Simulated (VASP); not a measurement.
# ZrS2 (P-3m1) in VASP: notebook

The runs below take ZrS2 through single point, with PBE-based screened hybrid with 10 % exact exchange, HSE06.

Everything below comes from runs of VASP 6.6.1. Logs are shortened: lines on timing, memory, paths and dates and some standing lists are left out, and cuts for length are marked.

### Step 1. The cell of the first run

The structure is trigonal, space group P-3m1 (No. 164). The conventional cell has a = 3.674 Å, b = 3.674 Å, c = 5.857 Å, α = 90.00°, β = 90.00°, γ = 120.00°. Within 3.4 Å of Zr (site symmetry -3m) lie 6 S at 2.57 Å. Within 3.4 Å of S (site symmetry 3m) lie 3 Zr at 2.57 Å.

### Step 2. Single point, PBE-based screened hybrid with 10 % exact exchange

The input, POSCAR:

```
ZrS2
1.0
    3.6743990828      0.0000000000      0.0000000000
   -1.8371995414      3.1821229494      0.0000000000
    0.0000000000      0.0000000000      5.8568562426
Zr S
1 2
Direct
    0.0000000000      0.0000000000      0.0000000000
    0.3333333333      0.6666666667      0.2462324613
    0.6666666667      0.3333333333      0.7537675387
```

The input, INCAR.step1:

```
ALGO = Normal ; EDIFF = 1E-5
ENCUT = 400 ; GGA = PE
GGA_COMPAT = False ; ISIF = 2
ISMEAR = 0 ; LASPH = True
LREAL = False ; LWAVE = True
NBANDS = 19 ; NELM = 120
PREC = Accurate ; SIGMA = 0.01
```

The input, INCAR.step2:

```
AEXX = 0.1 ; ALGO = Normal
EDIFF = 1E-6 ; ENCUT = 400
GGA = PE ; GGA_COMPAT = False
HFSCREEN = 0.2078 ; ISIF = 2
ISMEAR = 0 ; ISTART = 1
LASPH = True ; LCHARG = True
LELF = True ; LHFCALC = True
LREAL = False ; LVHAR = True
LWAVE = False ; NBANDS = 19
NELM = 120 ; PREC = Accurate
PRECFOCK = Normal ; SIGMA = 0.01
```

The input, KPOINTS:

```
k-points
0
Gamma
  6 6 2
```

Potentials or basis: VASP PAW PBE potentials, release 64 (Zr_sv, S).

Launch:

```bash
cat potpaw_PBE.64/Zr_sv/POTCAR potpaw_PBE.64/S/POTCAR > POTCAR
cp INCAR.step1 INCAR
mpirun -np 1 vasp_std > vasp.out
cp INCAR.step2 INCAR
mpirun -np 1 vasp_std > vasp.out
```

OUTCAR:

```text
AEXX = 0.1
   EDIFF = 1E-6
   ENCUT = 400
   GGA = PE
   HFSCREEN = 0.2078
   ISIF = 2
   ISMEAR = 0
   ISTART = 1
   LASPH = True
   LHFCALC = True
   LREAL = False
   NELM = 120
   PREC = Accurate
   PRECFOCK = Normal

 ion  position               nearest neighbor table
   1  0.000  0.000  0.000-   3 2.57   2 2.57   3 2.57   2 2.57   3 2.57   2 2.57
   2  0.333  0.667  0.246-   1 2.57   1 2.57   1 2.57
   3  0.667  0.333  0.754-   1 2.57   1 2.57   1 2.57

  LATTYP: Found a hexagonal cell.
 ALAT       =     3.6743990828
 C/A-ratio  =     1.5939630156

  Lattice vectors:

 A1 = (   3.6743990828,   0.0000000000,   0.0000000000)
 A2 = (  -1.8371995414,   3.1821229494,   0.0000000000)
 A3 = (   0.0000000000,   0.0000000000,   5.8568562426)

Analysis of symmetry for initial positions (statically):
=====================================================================
 Subroutine PRICEL returns:
 Original cell was already a primitive cell.

 Routine SETGRP: Setting up the symmetry group for a
 hexagonal supercell.

 Subroutine GETGRP returns: Found 12 space group operations
 (whereof 12 operations were pure point group operations)
 out of a pool of 24 trial point group operations.

The static configuration has the point symmetry D_3d.

Analysis of symmetry for dynamics (positions and initial velocities):
=====================================================================
 Subroutine PRICEL returns:
 Original cell was already a primitive cell.

 Routine SETGRP: Setting up the symmetry group for a
 hexagonal supercell.

 Subroutine GETGRP returns: Found 12 space group operations
 (whereof 12 operations were pure point group operations)
 out of a pool of 24 trial point group operations.

The dynamic configuration has the point symmetry D_3d.

 Subroutine INISYM returns: Found 12 space group operations
 (whereof 12 operations are pure point group operations),
 and found     1 'primitive' translations

----------------------------------------------------------------------------------------

                                     Primitive cell

  volume of cell :      68.4806

  direct lattice vectors                    reciprocal lattice vectors
     3.674399083  0.000000000  0.000000000     0.272153345  0.157127807  0.000000000
    -1.837199541  3.182122949  0.000000000     0.000000000  0.314255614  0.000000000
     0.000000000  0.000000000  5.856856243     0.000000000  0.000000000  0.170740062

  length of vectors
     3.674399083  3.674399083  5.856856243     0.314255614  0.314255614  0.170740062

  position of ions in fractional coordinates (direct lattice)
     0.000000000  0.000000000  0.000000000
     0.333333333  0.666666667  0.246232461
     0.666666667  0.333333333  0.753767539

  ion indices of the primitive-cell ions
   primitive index   ion index
                 1           1
                 2           2
                 3           3

----------------------------------------------------------------------------------------

 KPOINTS: k-points

Automatic generation of k-mesh.
 Grid dimensions read from file:
 generate k-points for:    6    6    2

 Generating k-lattice:

  Cartesian coordinates                     Fractional coordinates (reciprocal lattice)
     0.045358891  0.026187968  0.000000000     0.166666667 -0.000000000  0.000000000
     0.000000000  0.052375936  0.000000000     0.000000000  0.166666667  0.000000000
     0.000000000  0.000000000  0.085370031     0.000000000  0.000000000  0.500000000

  Length of vectors
     0.052375936  0.052375936  0.085370031

  Shift w.r.t. Gamma in fractional coordinates (k-lattice)
     0.000000000  0.000000000  0.000000000

 Subroutine IBZKPT returns following result:
 ===========================================

 Found     14 irreducible k-points:

 Following reciprocal coordinates:
            Coordinates               Weight
  0.000000  0.000000  0.000000      1.000000
  0.166667  0.000000  0.000000      6.000000
  0.333333  0.000000  0.000000      6.000000
  0.500000 -0.000000  0.000000      3.000000
  0.166667  0.166667  0.000000      6.000000
  0.333333  0.166667  0.000000     12.000000
  0.333333  0.333333  0.000000      2.000000
  0.000000  0.000000  0.500000      1.000000
  0.166667  0.000000  0.500000      6.000000
  0.333333  0.000000  0.500000      6.000000
  0.500000 -0.000000  0.500000      3.000000
  0.166667  0.166667  0.500000      6.000000
  0.333333  0.166667  0.500000     12.000000
  0.333333  0.333333  0.500000      2.000000
   k-points           NKPTS =     14   k-points in BZ     NKDIM =     72   number of bands    NBANDS=     19
   number of dos      NEDOS =    301   number of ions     NIONS =      3
   total plane-waves  NPLWV =  23040
   dimension x,y,z NGX =    24 NGY =   24 NGZ =   40
   dimension x,y,z NGXF=    48 NGYF=   48 NGZF=   80
   ions per type =               1   2
   NGX,Y,Z   is equivalent  to a cutoff of  10.86, 10.86, 11.35 a.u.
   NGXF,Y,Z  is equivalent  to a cutoff of  21.72, 21.72, 22.71 a.u.
 SYSTEM =  unknown system
   PREC   = accura    normal or accurate (medium, high low for compatibility)
   ISTART =      1    job   : 0-new  1-cont  2-samecut
   ICHARG =      0    charge: 1-file 2-atom 10-const
   ISPIN  =      1    spin polarized calculation?
   LNONCOLLINEAR =      F non collinear calculations
   LSORBIT =      F    spin-orbit coupling
   LASPH  =      T    aspherical Exc in radial PAW
   ENCUT  =  400.0 eV  29.40 Ry    5.42 a.u.   5.99  5.99  9.55*2*pi/ulx,y,z
   NELM   =    120;   NELMIN=  2; NELMDL=  0     # of ELM steps
   EDIFF  = 0.1E-05   stopping-criterion for ELM
   LREAL  =      F    real-space projection
   EDIFFG = 0.1E-04   stopping-criterion for IOM
   NSW    =      0    number of steps for IOM
   IBRION =     -1    ionic relax: 0-MD 1-quasi-New 2-CG
   NFREE  =      0    steps in history (QN), initial steepest desc. (CG)
   ISIF   =      2    stress and relaxation
   ISYM   =      3    0-nonsym 1-usesym 2-fastsym
   POTIM  = 0.5000    time-step for ionic-motion
   TEBEG  =    0.0;   TEEND  =   0.0 temperature during run
   PSTRESS=    0.0 pullay stress
   NELECT =      24.0000    total number of electrons
   NUPDOWN=      -1.0000    fix difference up-down
   EMIN   =  10.00;   EMAX   =-10.00  energy-range for DOS
   EFERMI =   0.00;   METHOD = LEGACY
   ISMEAR =     0;   SIGMA  =   0.01  broadening in eV -4-tet -1-fermi 0-gaus
   EFERMI_NEDOS =   21; number of points for ismear=-14 and -15
   IALGO  =     38    algorithm
   IMIX   =      1    mixing-type and parameters
     AMIX     =   0.40;   BMIX     =  1.00
     AMIX_MAG =   1.60;   BMIX_MAG =  1.00
  volume/ion in A,a.u.               =      22.83       154.04
  Fermi-wavevector in a.u.,A,eV,Ry     =   1.154222  2.181163 18.126064  1.332228
  Thomas-Fermi vector in A             =   2.290860
   LORBIT       =      0    0 simple, 1 ext, 2 COOP (PROOUT), +10 PAW based schemes
   GGA     = PE    functional components
   LHFCALC =     T    Hartree Fock is set to
   PRECFOCK=normal    Normal, Fast or Accurate (Low or Medium for compatibility)
   ENCUT4O =  -1.0   cutoff for four orbital integrals eV
   NKREDX  =     1    reduce k-point grid by
   NKREDY  =     1    reduce k-point grid by
   NKREDZ  =     1    reduce k-point grid by
   AEXX    =    0.1000 exact exchange contribution
   HFSCREEN=    0.2078 screening length (either q_TF or 0.3 A-1)
   HFSCREENC=   0.2078 screening length for correlation (either q_TF or 0.3 A-1)
   ENCUTFOCK=  -1.0 apply spherical cutoff to Coloumb kernel
   IVDW    =     0    specifies the selected vdW correction
   LEPSILON=     F    determine dielectric tensor
   LRPA    =     F    only Hartree local field effects (RPA)
 non-spin polarized calculation
 Gauss-broadening in eV      SIGMA  =   0.01
  energy-cutoff  :      400.00
  volume of cell :       68.48
 maximum number of plane-waves:      1254
 NGX is ok and might be reduce to    24
  NGX = 18; NGY = 18; NGZ = 30

 number of electron      24.0000004 magnetization

 Free energy of the ion-electron system (eV)
  ---------------------------------------------------
  ext. energy  EPLUGINS =         0.00000000
  ---------------------------------------------------
  free energy    TOTEN  =       -22.97963202 eV

  energy without entropy =      -22.97963202  energy(sigma->0) =      -22.97963202

 E-fermi :   4.5654     XC(G=0):  -8.9141

 val. band max:        4.4549255210   @ k =   0.0000   0.0000   0.0000
 cond. band min:       5.6397816974   @ k =   0.5000  -0.0000   0.5000
 fundamental gap:      1.1848561764
 Fermi energy:         4.5653998153

 k-point     1 :       0.0000    0.0000    0.0000
  band No.  band energies     occupation
      1     -45.9890      2.00000
      2     -23.4996      2.00000
      3     -23.3318      2.00000
      4     -23.3318      2.00000
      5      -8.8548      2.00000
      6      -7.2843      2.00000
[... 11 lines left out ...]
     18      10.5327      0.00000
     19      10.6602      0.00000

 k-point     2 :       0.1667    0.0000    0.0000
  band No.  band energies     occupation
      1     -45.9841      2.00000
      2     -23.4846      2.00000
      3     -23.4027      2.00000
      4     -23.3471      2.00000
      5      -8.5688      2.00000
      6      -7.3606      2.00000
[... 11 lines left out ...]
     18      11.7152      0.00000
     19      12.2380      0.00000

 k-point     3 :       0.3333    0.0000    0.0000
  band No.  band energies     occupation
      1     -45.9742      2.00000
      2     -23.5420      2.00000
      3     -23.4536      2.00000
      4     -23.3774      2.00000
      5      -7.9732      2.00000
      6      -7.4675      2.00000
[... 11 lines left out ...]
     18      12.3402      0.00000
     19      13.0749      0.00000

 k-point     4 :       0.5000   -0.0000    0.0000
  band No.  band energies     occupation
      1     -45.9693      2.00000
      2     -23.6094      2.00000
      3     -23.4385      2.00000
      4     -23.3924      2.00000
      5      -7.7887      2.00000
      6      -7.3543      2.00000
[... 187 lines left out ...]
     18      13.2597      0.00000
     19      13.3328      0.00000

 k-point    13 :       0.3333    0.1667    0.5000
  band No.  band energies     occupation
      1     -45.9693      2.00000
      2     -23.5730      2.00000
      3     -23.4403      2.00000
      4     -23.4285      2.00000
      5      -7.7487      2.00000
      6      -7.3890      2.00000
[... 11 lines left out ...]
     18      11.9235      0.00000
     19      12.8563      0.00000

 k-point    14 :       0.3333    0.3333    0.5000
  band No.  band energies     occupation
      1     -45.9668      2.00000
      2     -23.5226      2.00000
      3     -23.5226      2.00000
      4     -23.4319      2.00000
      5      -7.4981      2.00000
      6      -7.4981      2.00000
[... 11 lines left out ...]
     18      13.0299      0.00000
     19      13.4948      0.00000

------------------------ aborting loop because EDIFF is reached ----------------------------------------

  FORCE on cell =-STRESS in cart. coord.  units (eV):
  Direction    XX          YY          ZZ          XY          YZ          ZX
  --------------------------------------------------------------------------------------
  -------------------------------------------------------------------------------------
  Total        0.2172649      0.2172649      0.5727596     -0.0000000      0.0000000      0.0000000
  in kB        5.0831416      5.0831416     13.4003179     -0.0000000      0.0000000      0.0000000
  external PRESSURE =       7.8555337 kB  Pullay stress =       0.0000000 kB

 VOLUME and BASIS-vectors are now :
 -----------------------------------------------------------------------------
  energy-cutoff  :      400.00
  volume of cell :       68.48
      direct lattice vectors                 reciprocal lattice vectors
     3.674399083  0.000000000  0.000000000     0.272153345  0.157127807  0.000000000
    -1.837199541  3.182122949  0.000000000     0.000000000  0.314255614  0.000000000
     0.000000000  0.000000000  5.856856243     0.000000000  0.000000000  0.170740062

 POSITION                                       TOTAL-FORCE (eV/Angst)
 -----------------------------------------------------------------------------------
      0.00000      0.00000      0.00000        -0.000000      0.000000      0.000000
     -0.00000      2.12142      1.44215        -0.000000     -0.000000     -0.059332
      1.83720      1.06071      4.41471         0.000000      0.000000      0.059332
 -----------------------------------------------------------------------------------
    total drift:                                0.000000      0.000000      0.000001

  FREE ENERGIE OF THE ION-ELECTRON SYSTEM (eV)
  ---------------------------------------------------
  free  energy   TOTEN  =       -22.9796320244 eV

  energy  without entropy=      -22.9796320244  energy(sigma->0) =      -22.97963202
```

Run time: 21 min. Hardware: 1 thread of AMD EPYC 7R43 (Zen 3), shared host; peak memory 0.23 GiB.

Results:

```
Free energy            : -22.9796 eV
Pressure               : 0.8 GPa
Largest force          : 0.059 eV/Å
Band gap on the k mesh : 1.18 eV (least direct gap 1.84 eV)
```

Forces on the atoms (eV/Å):
```
Zr   0.000  0.000  0.000
S    0.000  0.000 -0.059
S    0.000  0.000  0.059
```

Caveat: the k points lie up to 0.54 Å⁻¹ apart; the PAW data sets were made with another functional, which shifts forces and pressure a little.

[end of part 1 of 2]
